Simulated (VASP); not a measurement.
# MnO in VASP: further runs

Runs on MnO. Level: PBE. Tasks: single point.

Program: VASP 6.6.1. These are calculated values, not measurements. Logs are shortened: lines on timing, memory, paths and dates and some standing lists are left out, and cuts for length are marked.

### Step 1. The cell of the first run

Symmetry: Fm-3m, No. 225, cubic system. The conventional cell has a = 4.444 Å, b = 4.444 Å, c = 4.444 Å, α = 90.00°, β = 90.00°, γ = 90.00°. Within 2.9 Å of Mn (site symmetry m-3m) lie 6 O at 2.22 Å. O (site symmetry m-3m) has 6 Mn at 2.22 Å within 2.9 Å.

### Step 2. Single point, PBE, collinear spin, ferromagnetic start

File INCAR:

```
PREC = Accurate ; ENCUT = 520
EDIFF = 1E-6 ; ISMEAR = -1
SIGMA = 0.05 ; LREAL = False
LASPH = True ; NELM = 150
ALGO = Normal ; ISIF = 2
LWAVE = False ; LCHARG = False
ISPIN = 2 ; MAGMOM = 4 0
LORBIT = 11 ; LMAXMIX = 4
GGA = PE ; NBANDS = 20
```

File KPOINTS:

```
regular mesh
0
Gamma
  16 16 16
```

File POSCAR:

```
MnO
1.0
    0.0000000000      2.2220000000      2.2220000000
    2.2220000000      0.0000000000      2.2220000000
    2.2220000000      2.2220000000      0.0000000000
Mn O
1 1
Direct
    0.0000000000      0.0000000000      0.0000000000
    0.5000000000      0.5000000000      0.5000000000
```

Potentials or basis: VASP PAW PBE potentials, release 64 (Mn_pv, O).

Command:

```bash
$ cat potpaw_PBE.64/Mn_pv/POTCAR potpaw_PBE.64/O/POTCAR > POTCAR
$ mpirun -np 1 vasp_std > vasp.out
```

OUTCAR:

```text
PREC = Accurate
   ENCUT = 520
   EDIFF = 1E-6
   ISMEAR = -1
   LREAL = False
   LASPH = True
   NELM = 150
   ISIF = 2
   ISPIN = 2
   LORBIT = 11
   GGA = PE

 ion  position               nearest neighbor table
   1  0.000  0.000  0.000-   2 2.22   2 2.22   2 2.22   2 2.22   2 2.22   2 2.22
   2  0.500  0.500  0.500-   1 2.22   1 2.22   1 2.22   1 2.22   1 2.22   1 2.22

  LATTYP: Found a face centered cubic cell.
 ALAT       =     4.4440000000

  Lattice vectors:

 A1 = (   0.0000000000,   2.2220000000,   2.2220000000)
 A2 = (   2.2220000000,   0.0000000000,   2.2220000000)
 A3 = (   2.2220000000,   2.2220000000,   0.0000000000)

Analysis of symmetry for initial positions (statically):
=====================================================================
 Subroutine PRICEL returns:
 Original cell was already a primitive cell.

 Routine SETGRP: Setting up the symmetry group for a
 face centered cubic supercell.

 Subroutine GETGRP returns: Found 48 space group operations
 (whereof 48 operations were pure point group operations)
 out of a pool of 48 trial point group operations.

The static configuration has the point symmetry O_h .

Analysis of symmetry for dynamics (positions and initial velocities):
=====================================================================
 Subroutine PRICEL returns:
 Original cell was already a primitive cell.

 Routine SETGRP: Setting up the symmetry group for a
 face centered cubic supercell.

 Subroutine GETGRP returns: Found 48 space group operations
 (whereof 48 operations were pure point group operations)
 out of a pool of 48 trial point group operations.

The dynamic configuration has the point symmetry O_h .

Analysis of structural, dynamic, and magnetic symmetry:
=====================================================================
 Subroutine PRICEL returns:
 Original cell was already a primitive cell.

 Routine SETGRP: Setting up the symmetry group for a
 face centered cubic supercell.

 Subroutine GETGRP returns: Found 48 space group operations
 (whereof 48 operations were pure point group operations)
 out of a pool of 48 trial point group operations.

The overall configuration has the point symmetry O_h .

 Subroutine INISYM returns: Found 48 space group operations
 (whereof 48 operations are pure point group operations),
 and found     1 'primitive' translations

----------------------------------------------------------------------------------------

                                     Primitive cell

  volume of cell :      21.9413

  direct lattice vectors                    reciprocal lattice vectors
     0.000000000  2.222000000  2.222000000    -0.225022502  0.225022502  0.225022502
     2.222000000  0.000000000  2.222000000     0.225022502 -0.225022502  0.225022502
     2.222000000  2.222000000  0.000000000     0.225022502  0.225022502 -0.225022502

  length of vectors
     3.142382536  3.142382536  3.142382536     0.389750407  0.389750407  0.389750407

  position of ions in fractional coordinates (direct lattice)
     0.000000000  0.000000000  0.000000000
     0.500000000  0.500000000  0.500000000

  ion indices of the primitive-cell ions
   primitive index   ion index
                 1           1
                 2           2

----------------------------------------------------------------------------------------

 KPOINTS: regular mesh

Automatic generation of k-mesh.
 Grid dimensions read from file:
 generate k-points for:   16   16   16

 Generating k-lattice:

  Cartesian coordinates                     Fractional coordinates (reciprocal lattice)
    -0.014063906  0.014063906  0.014063906     0.062500000  0.000000000  0.000000000
     0.014063906 -0.014063906  0.014063906     0.000000000  0.062500000  0.000000000
     0.014063906  0.014063906 -0.014063906     0.000000000  0.000000000  0.062500000

  Length of vectors
     0.024359400  0.024359400  0.024359400

  Shift w.r.t. Gamma in fractional coordinates (k-lattice)
     0.000000000  0.000000000  0.000000000

 Subroutine IBZKPT returns following result:
 ===========================================

 Found    145 irreducible k-points:

 Following reciprocal coordinates:
            Coordinates               Weight
  0.000000  0.000000  0.000000      1.000000
  0.062500  0.000000  0.000000      8.000000
  0.125000  0.000000  0.000000      8.000000
  0.187500  0.000000  0.000000      8.000000
  0.250000  0.000000  0.000000      8.000000
  0.312500  0.000000  0.000000      8.000000
[... 16 lines left out ...]
 -0.125000  0.062500  0.000000     24.000000
 -0.062500  0.062500  0.000000     12.000000
 [... further k-points ...]
   k-points           NKPTS =    145   k-points in BZ     NKDIM =    145   number of bands    NBANDS=     20
   number of dos      NEDOS =    301   number of ions     NIONS =      2
   total plane-waves  NPLWV =  13824
   dimension x,y,z NGX =    24 NGY =   24 NGZ =   24
   dimension x,y,z NGXF=    48 NGYF=   48 NGZF=   48
   ions per type =               1   1
   NGX,Y,Z   is equivalent  to a cutoff of  12.70, 12.70, 12.70 a.u.
   NGXF,Y,Z  is equivalent  to a cutoff of  25.39, 25.39, 25.39 a.u.
 SYSTEM =  unknown system
   PREC   = accura    normal or accurate (medium, high low for compatibility)
   ISTART =      0    job   : 0-new  1-cont  2-samecut
   ICHARG =      2    charge: 1-file 2-atom 10-const
   ISPIN  =      2    spin polarized calculation?
   LNONCOLLINEAR =      F non collinear calculations
   LSORBIT =      F    spin-orbit coupling
   LASPH  =      T    aspherical Exc in radial PAW
   ENCUT  =  520.0 eV  38.22 Ry    6.18 a.u.   5.84  5.84  5.84*2*pi/ulx,y,z
   NELM   =    150;   NELMIN=  2; NELMDL= -5     # of ELM steps
   EDIFF  = 0.1E-05   stopping-criterion for ELM
   LREAL  =      F    real-space projection
   EDIFFG = 0.1E-04   stopping-criterion for IOM
   NSW    =      0    number of steps for IOM
   IBRION =     -1    ionic relax: 0-MD 1-quasi-New 2-CG
   NFREE  =      0    steps in history (QN), initial steepest desc. (CG)
   ISIF   =      2    stress and relaxation
   ISYM   =      2    0-nonsym 1-usesym 2-fastsym
   POTIM  = 0.5000    time-step for ionic-motion
   TEBEG  =    0.0;   TEEND  =   0.0 temperature during run
   PSTRESS=    0.0 pullay stress
   NELECT =      19.0000    total number of electrons
   NUPDOWN=      -1.0000    fix difference up-down
   EMIN   =  10.00;   EMAX   =-10.00  energy-range for DOS
   EFERMI =   0.00;   METHOD = LEGACY
   ISMEAR =    -1;   SIGMA  =   0.05  broadening in eV -4-tet -1-fermi 0-gaus
   EFERMI_NEDOS =   21; number of points for ismear=-14 and -15
   IALGO  =     38    algorithm
   IMIX   =      4    mixing-type and parameters
     AMIX     =   0.40;   BMIX     =  1.00
     AMIX_MAG =   1.60;   BMIX_MAG =  1.00
  volume/ion in A,a.u.               =      10.97        74.03
  Fermi-wavevector in a.u.,A,eV,Ry     =   1.560410  2.948747 33.128533  2.434878
  Thomas-Fermi vector in A             =   2.663626
   LORBIT       =     11    0 simple, 1 ext, 2 COOP (PROOUT), +10 PAW based schemes
   GGA     = PE    functional components
   LHFCALC =     F    Hartree Fock is set to
   AEXX    =    0.0000 exact exchange contribution
   IVDW    =     0    specifies the selected vdW correction
   LEPSILON=     F    determine dielectric tensor
   LRPA    =     F    only Hartree local field effects (RPA)
 spin polarized calculation
  energy-cutoff  :      520.00
  volume of cell :       21.94
 maximum number of plane-waves:       609
   NGX = 11   NGY = 11   NGZ = 11

 number of electron      18.9999992 magnetization       4.7618392

 Free energy of the ion-electron system (eV)
  ---------------------------------------------------
  ext. energy  EPLUGINS =         0.00000000
  ---------------------------------------------------
  free energy    TOTEN  =       -16.40628720 eV

  energy without entropy =      -16.39840722  energy(sigma->0) =      -16.40234721

 E-fermi :   7.5621     XC(G=0): -11.8709

 val. band max:        7.5521405851   @ k =  -0.3750   0.1875   0.0625
 cond. band min:       7.5866791669   @ k =   0.4375   0.0625   0.0000
 fundamental gap:      0.0345385818
 Fermi energy:         7.5620557605

 spin component 1

 k-point     1 :       0.0000    0.0000    0.0000
  band No.  band energies     occupation
      1     -42.8182      1.00000
      2     -42.8182      1.00000
      3     -42.8182      1.00000
      4     -12.7276      1.00000
      5       3.8003      1.00000
      6       3.8003      1.00000
[... 12 lines left out ...]
     19      27.2889      0.00000
     20      27.2890      0.00000
[... 507 lines left out ...]
 k-point    24 :      -0.0625    0.0625    0.0000
  band No.  band energies     occupation
      1     -42.8240      1.00000
      2     -42.8200      1.00000
      3     -42.8186      1.00000
      4     -12.6388      1.00000
      5       2.8584      1.00000
      6       3.1692      1.00000
[... 12 lines left out ...]
     19      27.3775      0.00000
     20      28.6913      0.00000

 [... further k-points ...]

 spin component 2

 k-point     1 :       0.0000    0.0000    0.0000
  band No.  band energies     occupation
      1     -38.1606      1.00000
      2     -38.1606      1.00000
      3     -38.1606      1.00000
      4     -12.2881      1.00000
      5       4.1842      1.00000
      6       4.1842      1.00000
[... 12 lines left out ...]
     19      29.6343      0.00000
     20      29.6343      0.00000
[... 507 lines left out ...]
 k-point    24 :      -0.0625    0.0625    0.0000
  band No.  band energies     occupation
      1     -38.1681      1.00000
      2     -38.1628      1.00000
      3     -38.1610      1.00000
      4     -12.2018      1.00000
      5       3.5446      1.00000
      6       3.9554      1.00000
[... 12 lines left out ...]
     19      29.3216      0.00000
     20      30.8273      0.00000

 [... further k-points ...]

------------------------ aborting loop because EDIFF is reached ----------------------------------------

  FORCE on cell =-STRESS in cart. coord.  units (eV):
  Direction    XX          YY          ZZ          XY          YZ          ZX
  --------------------------------------------------------------------------------------
  -------------------------------------------------------------------------------------
  Total        0.0054530      0.0054530      0.0054530     -0.0000000     -0.0000000      0.0000000
  in kB        0.3981824      0.3981824      0.3981824     -0.0000000     -0.0000000      0.0000000
  external PRESSURE =       0.3981824 kB  Pullay stress =       0.0000000 kB

 VOLUME and BASIS-vectors are now :
 -----------------------------------------------------------------------------
  energy-cutoff  :      520.00
  volume of cell :       21.94
      direct lattice vectors                 reciprocal lattice vectors
     0.000000000  2.222000000  2.222000000    -0.225022502  0.225022502  0.225022502
     2.222000000  0.000000000  2.222000000     0.225022502 -0.225022502  0.225022502
     2.222000000  2.222000000  0.000000000     0.225022502  0.225022502 -0.225022502

 POSITION                                       TOTAL-FORCE (eV/Angst)
 -----------------------------------------------------------------------------------
      0.00000      0.00000      0.00000         0.000000      0.000000     -0.000000
      2.22200      2.22200      2.22200         0.000000      0.000000      0.000000
 -----------------------------------------------------------------------------------
    total drift:                                0.000000     -0.000000     -0.000000

  FREE ENERGIE OF THE ION-ELECTRON SYSTEM (eV)
  ---------------------------------------------------
  free  energy   TOTEN  =       -16.4062872011 eV

  energy  without entropy=      -16.3984072238  energy(sigma->0) =      -16.40234721

 total charge

# of ion       s       p       d       tot
------------------------------------------
    1        0.203   6.176   4.976  11.355
    2        1.561   3.415   0.000   4.976
--------------------------------------------------
tot          1.764   9.591   4.976  16.331

 magnetization (x)

# of ion       s       p       d       tot
------------------------------------------
    1        0.034   0.026   4.265   4.325
    2        0.030   0.170   0.000   0.201
--------------------------------------------------
tot          0.065   0.196   4.265   4.526
```

Wall time 87 s (1 thread of AMD EPYC 7R13 (Zen 3), shared host); peak memory 0.19 GiB.

What came out:

| Quantity | Value |
| --- | --- |
| Free energy | -16.4063 eV |
| Pressure | 0.0 GPa |
| Net moment | 4.76 μB per cell |
| Site moments | Mn +4.33; O +0.20 μB |
| Valence electrons inside the program's atomic spheres | Mn 11.36; O 4.98 |

Caveat: a cell with one magnetic atom can't hold antiferromagnetic order, which such compounds often take; semilocal functionals often make such compounds metallic where correlation or magnetic order opens a gap, which also shifts bond lengths. With open d or f shells a metallic result of PBE can be an artefact of self-interaction; +U or a hybrid may open a gap.

### Step 3. Single point, PBE, collinear spin, ferromagnetic start (equal xx and yy strain of +3 %)

File INCAR:

```
SYSTEM = MnO
PREC = Accurate ; ENCUT = 520
EDIFF = 1E-7 ; ISMEAR = -1
SIGMA = 0.05 ; LREAL = .False.
LASPH = .True. ; NELM = 150
ALGO = Normal ; ISIF = 2
LWAVE = .False. ; LCHARG = .False.
ISPIN = 2 ; MAGMOM = 4 0
LORBIT = 11 ; LMAXMIX = 4
GGA = PE ; NBANDS = 20
```

File KPOINTS:

```
Automatic mesh
0
Gamma
  16 16 16
  0 0 0
```

File POSCAR:

```
MnO
1.0
    0.0000000000      2.2886600000      2.2220000000
    2.2886600000      0.0000000000      2.2220000000
    2.2886600000      2.2886600000      0.0000000000
Mn O
1 1
Direct
    0.0000000000      0.0000000000      0.0000000000
    0.5000000000      0.5000000000      0.5000000000
```

Potentials or basis: VASP PAW PBE potentials, release 64 (Mn_pv, O).

Command:

```bash
$ cat potpaw_PBE.64/Mn_pv/POTCAR potpaw_PBE.64/O/POTCAR > POTCAR
$ mpirun -np 1 vasp_std > vasp.out
```

OUTCAR:

```text
SYSTEM = MnO
   PREC = Accurate
   ENCUT = 520
   EDIFF = 1E-7
   ISMEAR = -1
   LREAL = .False.
   LASPH = .True.
   NELM = 150
   ISIF = 2
   ISPIN = 2
   LORBIT = 11
   GGA = PE

 ion  position               nearest neighbor table
   1  0.000  0.000  0.000-   2 2.22   2 2.22   2 2.29   2 2.29   2 2.29   2 2.29
   2  0.500  0.500  0.500-   1 2.22   1 2.22   1 2.29   1 2.29   1 2.29   1 2.29

  LATTYP: Found a body centered tetragonal cell.
 ALAT       =     3.2366540117
 C/A-ratio  =     1.3730228761

  Lattice vectors:

 A1 = (   0.0000000000,  -2.2886600000,  -2.2220000000)
 A2 = (   0.0000000000,   2.2886600000,  -2.2220000000)
 A3 = (   2.2886600000,   0.0000000000,   2.2220000000)

Analysis of symmetry for initial positions (statically):
=====================================================================
 Subroutine PRICEL returns:
 Original cell was already a primitive cell.

 Routine SETGRP: Setting up the symmetry group for a
 body centered tetragonal supercell.
[... 750 lines left out ...]
      4     -12.5036      1.00000
      5       3.6776      1.00000
      6       3.7851      1.00000
[... 541 lines left out ...]
     19      27.5635      0.00000
     20      29.6271      0.00000

 [... further k-points ...]

------------------------ aborting loop because EDIFF is reached ----------------------------------------

  FORCE on cell =-STRESS in cart. coord.  units (eV):
  Direction    XX          YY          ZZ          XY          YZ          ZX
  --------------------------------------------------------------------------------------
  -------------------------------------------------------------------------------------
  Total       -0.8548077     -0.8548077     -0.9037792      0.0000000     -0.0000000      0.0000000
  in kB      -58.8358984    -58.8358984    -62.2065816      0.0000000     -0.0000000      0.0000000
  external PRESSURE =     -59.9594595 kB  Pullay stress =       0.0000000 kB

 VOLUME and BASIS-vectors are now :
 -----------------------------------------------------------------------------
  energy-cutoff  :      520.00
  volume of cell :       23.28
      direct lattice vectors                 reciprocal lattice vectors
     0.000000000  2.288660000  2.222000000    -0.218468449  0.218468449  0.225022502
     2.288660000  0.000000000  2.222000000     0.218468449 -0.218468449  0.225022502
     2.288660000  2.288660000  0.000000000     0.218468449  0.218468449 -0.225022502

 POSITION                                       TOTAL-FORCE (eV/Angst)
 -----------------------------------------------------------------------------------
      0.00000      0.00000      0.00000         0.000000     -0.000000      0.000000
      2.28866      2.28866      2.22200        -0.000000      0.000000      0.000000
 -----------------------------------------------------------------------------------
    total drift:                                0.000000     -0.000000     -0.000000

  FREE ENERGIE OF THE ION-ELECTRON SYSTEM (eV)
  ---------------------------------------------------
  free  energy   TOTEN  =       -16.3831713402 eV

  energy  without entropy=      -16.3774216558  energy(sigma->0) =      -16.38029650

 total charge

# of ion       s       p       d       tot
------------------------------------------
    1        0.195   6.159   4.945  11.299
    2        1.560   3.394   0.000   4.954
--------------------------------------------------
tot          1.756   9.553   4.945  16.253

 magnetization (x)

# of ion       s       p       d       tot
------------------------------------------
    1        0.036   0.025   4.355   4.416
    2        0.029   0.177   0.000   0.205
--------------------------------------------------
tot          0.064   0.201   4.355   4.621
```

stdout:

```text
POSCAR found type information on POSCAR MnO
 POSCAR found :  2 types and       2 ions
 scaLAPACK will be used
 LDA part: xc-table for (Slater+PW92), standard interpolation
 POSCAR, INCAR and KPOINTS ok, starting setup
 FFT: planning ... GRIDC
 FFT: planning ... GRID_SOFT
 FFT: planning ... GRID
 WAVECAR not read
 entering main loop
```

Wall time 3.5 min (1 thread of Intel Xeon Platinum 8488C (Sapphire Rapids), shared host); peak memory 0.33 GiB.

What came out:

| Item | Value |
| --- | --- |
| Free energy | -16.3832 eV |
| Pressure | -6.0 GPa |
| Net moment | 4.88 μB per cell |
| Site moments | Mn +4.42; O +0.20 μB |
| Valence electrons inside the program's atomic spheres | Mn 11.30; O 4.95 |

Stress tensor (GPa, compression positive):
```
-5.88  0.00  0.00
 0.00 -5.88  0.00
 0.00  0.00 -6.22
```

Caveat: the cell differs from its parent crystal (equal xx and yy strain of +3 %); the cell stands under tension; a cell with one magnetic atom can't hold antiferromagnetic order, which such compounds often take; semilocal functionals often make such compounds metallic where correlation or magnetic order opens a gap, which also shifts bond lengths.

(Part 1 of 2 ends here.)
